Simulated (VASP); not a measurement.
Wanted: the native input for a VASP 6.6.1 run.

```
Task                   : relaxation of cell and atoms
Functional             : PBE
Potentials or basis    : VASP PAW PBE potentials, release 64 (Lu, Te, W_sv)
Cutoff                 : 600 eV
k mesh                 : 8 × 8 × 8
Occupations            : gaussian, width 0.1 eV
Spin                   : no spin polarisation
Dipole correction      : no
Further INCAR settings : ALGO = Normal; EDIFF = 1e-06; IBRION = 2; EDIFFG = -0.01; NSW = 100; ISIF = 3
```

The structure of LuTe4W lies in POSCAR:

```
LuTe4W
1.0
    0.0000000000      4.4064599200      4.4064599200
    4.4064599200      0.0000000000      4.4064599200
    4.4064599200      4.4064599200      0.0000000000
Lu Te W
1 4 1
Direct
    0.7500000000      0.7500000000      0.7500000000
    0.6227704100      0.1257432000      0.1257432000
    0.1257432000      0.6227704100      0.1257432000
    0.1257432000      0.1257432000      0.6227704100
    0.1257432000      0.1257432000      0.1257432000
    0.5000000000      0.5000000000      0.5000000000
```

The cell was built from a structure type or drawn by symmetry, and may not be a known phase.

These files were run (other wordings do the same):

INCAR

```
SYSTEM = LuTe4W
PREC = Accurate
ENCUT = 600
EDIFF = 1E-6
ISMEAR = 0
SIGMA = 0.1
LREAL = .FALSE.
LASPH = .TRUE.
NELM = 100
ALGO = Normal
ISIF = 3
LWAVE = .FALSE.
LCHARG = .FALSE.
GGA = PE
IBRION = 2
NSW = 100
EDIFFG = -0.01
```

KPOINTS

```
Automatic mesh
0
G
  8 8 8
  0 0 0
```

Potentials or basis: VASP PAW PBE potentials, release 64 (Lu, Te, W_sv).

Command:

```bash
$ cat potpaw_PBE.64/Lu/POTCAR potpaw_PBE.64/Te/POTCAR potpaw_PBE.64/W_sv/POTCAR > POTCAR
$ mpirun -np 1 vasp_std > vasp.out
```

It gave:

| Quantity | Value |
| --- | --- |
| Relaxed volume | 26.92 Å³/atom |
| Relaxed cell | a = 6.113 Å, b = 6.113 Å, c = 6.113 Å, α = 60.00°, β = 60.00°, γ = 60.00° |
| Space group after relaxing (to 0.1 Å) | F-43m (No. 216) |
| Energy gained by relaxing | 15.6 meV/atom |
| Ionic steps | 5 |
| Pressure after relaxing | 0.1 GPa |
| Band gap on the k mesh | zero (an odd number of electrons rules out a gap without spin polarisation) |

Caveat: spin-orbit coupling is left out, which moves the levels of the heavy elements.

It took 15 min on 1 thread of Intel(R) Xeon(R) 6975P-C (Granite Rapids), with other jobs on the host, peak memory 0.55 GiB.
